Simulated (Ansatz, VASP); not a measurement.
**VSn: VASP beside Ansatz**

```xyz
2
Lattice="-1.8432 -1.8432 -4.0210 -1.8432 -4.0210 -1.8432 -4.0210 -1.8432 -1.8432" Properties=species:S:1:pos:R:3 pbc="T T T"
V    -1.8432   -4.0210   -1.8432
Sn   -3.8537   -3.8537   -3.8537
```

Alike in both runs: functional PBE; k mesh 18 × 18 × 18; occupations gaussian, width 0.1 eV; no spin polarisation.

Ansatz relaxed the structure, and its values are those at the end. VASP's run is a single point on that final structure, the one shown.

|  | VASP | Ansatz |
| --- | --- | --- |
| version | VASP 6.6.1 | Ansatz 0.2.0 |
| potentials or method | VASP PAW PBE potentials, release 64 (V_sv, Sn_d), cutoff 520 eV | scalar-relativistic, plane waves, PAW |
| valence electrons in the cell | 27 | 27 |

```csv
,VASP,Ansatz,Ansatz less VASP
gap on the k mesh at the Fermi level (eV),none,none,-
pressure (GPa),0.1,0.0,-0.05
```

A gap of «none» marks a metal or a gap that the smearing closes. The functional is the same, so the differences come from potentials, cutoffs and numerics.
